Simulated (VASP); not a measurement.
A run of VASP 6.6.1 is set up as follows.

INCAR

```
SYSTEM = S
  PREC = Accurate
  ENCUT = 520
  EDIFF = 1E-6
  ISMEAR = -1
  SIGMA = 0.1
  LREAL = .False.
  LASPH = .True.
  NELM = 60
  ALGO = Normal
  ISIF = 2
  LWAVE = .False.
  LCHARG = .False.
  GGA = PE
  NBANDS = 16
```

The input KPOINTS:

```
Automatic mesh
0
Gamma
  8 8 11
  0 0 0
```

POSCAR

```
S
1.0
    6.7708042205      0.0000000000      0.0000000000
   -3.3854021103      5.8636884590      0.0000000000
    0.0000000000      0.0000000000      2.1345601296
S
3
Direct
    0.0000000000      0.0000000000      0.0000000000
    0.3333333333      0.6666666667      0.5000000000
    0.6666666667      0.3333333333      0.5000000000
```

Potentials or basis: VASP PAW PBE potentials, release 64 (S).

Command:

```bash
$ cat potpaw_PBE.64/S/POTCAR > POTCAR
$ mpirun -np 1 vasp_std > vasp.out
```

**Question.** Predict the pressure.

**Answer.** -0.2 GPa.

**Question.** What does it give for the band gap on the k mesh?

**Answer.** Zero (bands 9 and 10 overlap by 1.62 eV).

Stress tensor (GPa, compression positive):
```
-0.02  0.00  0.00
 0.00 -0.02  0.00
 0.00  0.00 -0.57
```
